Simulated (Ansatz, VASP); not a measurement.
**HfO2: VASP beside Ansatz**

```
Hf O
1.0
     0.08613    2.61906    2.61639
     2.57235    0.11242    2.59010
     2.60518    2.62560    0.07959
Hf O
1 2
Direct
  0.00000 0.00000 0.00000
  0.75000 0.75000 0.75000
  0.25000 0.25000 0.25000
```

Change from the starting cell: cell strained at random at fixed volume.

Alike in both runs: functional PBE; dispersion D3(BJ); k mesh 7 × 7 × 7; occupations fermi-dirac, width 0.025 eV; non-collinear spin, spin-orbit coupling.

|  | VASP | Ansatz |
| --- | --- | --- |
| version | VASP 6.6.1 | Ansatz 0.2.0 |
| potentials or method | VASP PAW PBE potentials, release 64 (Hf_pv, O) | PseudoDojo stringent (PBE files) |
| plane-wave cutoff (eV) | 520 | 1796 |
| valence electrons in the cell | 22 | 38 |
| task | single point | electrostatic potential |

|  | VASP | Ansatz | Ansatz less VASP |
| --- | --- | --- | --- |
| pressure (GPa) | -8.5 | -5.8 | +2.72 |
| traceless stress, the component that is largest in VASP (GPa) | -3.32 | -3.48 | -0.162 |
| rms of the force components (eV/Å) | 0.143 | 0.155 | +0.0122 |

Atom by atom the forces differ by 0.012 eV/Å (rms over components). VASP's potentials hold 22 valence electrons a cell and Ansatz's 38, so a difference there can come from the potentials and not from the codes.

Noted on Ansatz's run: odd divisions of the mesh miss points on the zone boundary, where band edges often lie, so the gap on the mesh can be too wide.
